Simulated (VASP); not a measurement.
GaN: relaxation of cell and atoms with PBE

GaN:

```
CELL_PARAMETERS angstrom
0.00000 2.27424 2.27424
2.27424 0.00000 2.27424
2.27424 2.27424 0.00000
ATOMIC_POSITIONS crystal
Ga 0.00000 0.00000 0.00000
N 0.75000 0.75000 0.75000
```

```yaml
Program: VASP 6.6.1
Task: relaxation of cell and atoms
Functional: PBE
Potentials_or_basis: VASP PAW PBE potentials, release 64 (Ga_d, N)
Cutoff: 600 eV
k_mesh: 10 × 10 × 10
Occupations: gaussian, width 0.01 eV
Spin: no spin polarisation
Dipole_correction: no
Further_INCAR_settings: ALGO = Normal; EDIFF = 1e-06; IBRION = 2; EDIFFG = -0.001; NSW = 80; ISIF = 3
```

```json
{
  "Relaxed volume": "11.76 Å³/atom",
  "Relaxed cell": "a = 3.216 Å, b = 3.216 Å, c = 3.216 Å, α = 60.00°, β = 60.00°, γ = 60.00°",
  "Space group after relaxing (to 0.05 Å)": "F-43m (No. 216)",
  "Energy gained by relaxing": "0.0 meV/atom",
  "Ionic steps": "7",
  "Pressure after relaxing": "0.0 GPa",
  "Band gap on the k mesh": "1.55 eV, direct"
}
```

Final structure:
```xyz
2
Lattice="0.0000 2.2740 2.2740 2.2740 0.0000 2.2740 2.2740 2.2740 0.0000" Properties=species:S:1:pos:R:3 pbc="T T T"
Ga    0.0000    0.0000    0.0000
N     3.4109    3.4109    3.4109
```

Levels at points of the mesh, in eV from the valence-band top:
| k point | band 6 | band 7 | band 8 | band 9 | band 10 | band 11 | band 12 | band 13 |
| --- | --- | --- | --- | --- | --- | --- | --- | --- |
| (0.00, 0.00, 0.00) | -13.13 | 0.00 | 0.00 | 0.00 | 1.55 | 10.13 | 10.13 | 10.13 |
| (0.50, 0.00, 0.00) | -11.88 | -6.86 | -0.93 | -0.93 | 4.45 | 8.59 | 10.22 | 10.22 |
| (0.50, 0.50, 0.00) | -11.45 | -6.01 | -2.61 | -2.61 | 3.34 | 6.50 | 11.52 | 13.68 |

Run time: 56 s on 1 thread of Intel(R) Xeon(R) Platinum 8375C CPU @ 2.90GHz (Ice Lake), on a shared host, peak memory 0.16 GiB.
